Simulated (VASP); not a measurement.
A run of VASP 6.6.1 is set up as follows.

INCAR

```
PREC     = Accurate       # precision mode
ENCUT    = 520            # plane-wave cutoff, eV
EDIFF    = 1E-7           # SCF threshold, eV
ISMEAR   = 0              # smearing method
SIGMA    = 0.02           # smearing width, eV
LREAL    = F              # projectors in reciprocal space
LASPH    = T              # aspherical terms in the spheres
NELM     = 60             # most SCF steps
ALGO     = Normal         # electronic algorithm
ISIF     = 2              # what is computed and relaxed
LWAVE    = F              # write WAVECAR
LCHARG   = F              # write CHGCAR
GGA      = CA             # functional
NBANDS   = 44             # bands
```

The input KPOINTS:

```
Automatic mesh
0
Gamma
  6 6 6
```

File POSCAR:

```
SiO2
1.0
   -2.6340660825      3.6072165678      4.4132899025
    2.6340660825     -3.6072165678      4.4132899025
    2.6340660825      3.6072165678     -4.4132899025
Si O
4 8
Direct
    0.8552702462      0.8222100061      0.0330602401
    0.7108502340      0.1777899939      0.5330602401
    0.1447297538      0.1777899939      0.9669397599
    0.2891497660      0.8222100061      0.4669397599
    0.0357497063      0.7857497063      0.2500000000
    0.9642502937      0.2142502937      0.7500000000
    0.6918063554      0.5000000000      0.6918063554
    0.3081936446      0.0000000000      0.8081936446
    0.3081936446      0.5000000000      0.3081936446
    0.6918063554      0.0000000000      0.1918063554
    0.0000000000      0.0000000000      0.0000000000
    0.5000000000      0.0000000000      0.5000000000
```

Potentials or basis: VASP PAW LDA potentials, release 64 (Si, O).

Run with:

```bash
$ cat potpaw_LDA.64/Si/POTCAR potpaw_LDA.64/O/POTCAR > POTCAR
$ mpirun -np 1 vasp_std > vasp.out
```

Task: Estimate the largest force.

Result: 0.050 eV/Å.

Task: Predict the pressure.

Result: 4.6 GPa.

Task: What does it give for the band gap on the k mesh?

Result: 5.41 eV (least direct gap 5.43 eV).

Forces in eV/Å, atoms in the order of the input:
```
Si   0.000 -0.049  0.011
Si   0.000 -0.049 -0.011
Si   0.000  0.049 -0.011
Si   0.000  0.049  0.011
O    0.000  0.000 -0.015
O    0.000  0.000  0.015
O    0.000 -0.038  0.000
O    0.000  0.038  0.000
O    0.000  0.038  0.000
O    0.000 -0.038  0.000
O    0.000  0.000  0.000
O    0.000  0.000  0.000
```

Caveat: the cell stands under pressure. A k mesh can miss the band edges.
